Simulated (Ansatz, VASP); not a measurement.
**ZrC in VASP and in Ansatz**

```
Zr C
1.0
     2.91612    0.01458    0.00000
     0.01458    2.91612    0.00000
     0.00000    0.00000    2.91612
Zr C
1 1
Direct
  0.00000 0.00000 0.00000
  0.50000 0.50000 0.50000
```

Change from the starting cell: strain e6 = +0.01, atoms carried along.

Alike in both runs: task single point; functional r2SCAN; k mesh 12 × 12 × 12; occupations gaussian, width 0.05 eV; no spin polarisation.

```csv
,VASP,Ansatz
version,VASP 6.6.1,Ansatz 0.2.0
potentials or method,"VASP PAW PBE potentials, release 64 (Zr_sv, C), cutoff 660 eV","scalar-relativistic, plane waves, PAW"
valence electrons in the cell,16,16
```

|  | VASP | Ansatz | Ansatz less VASP |
| --- | --- | --- | --- |
| pressure (GPa) | 0.1 | 0.0 | -0.02 |
| traceless stress, the component that is largest in VASP (GPa) | 2.81 | 2.81 | +0.005 |

VASP's potentials were made for PBE, not for r2SCAN.
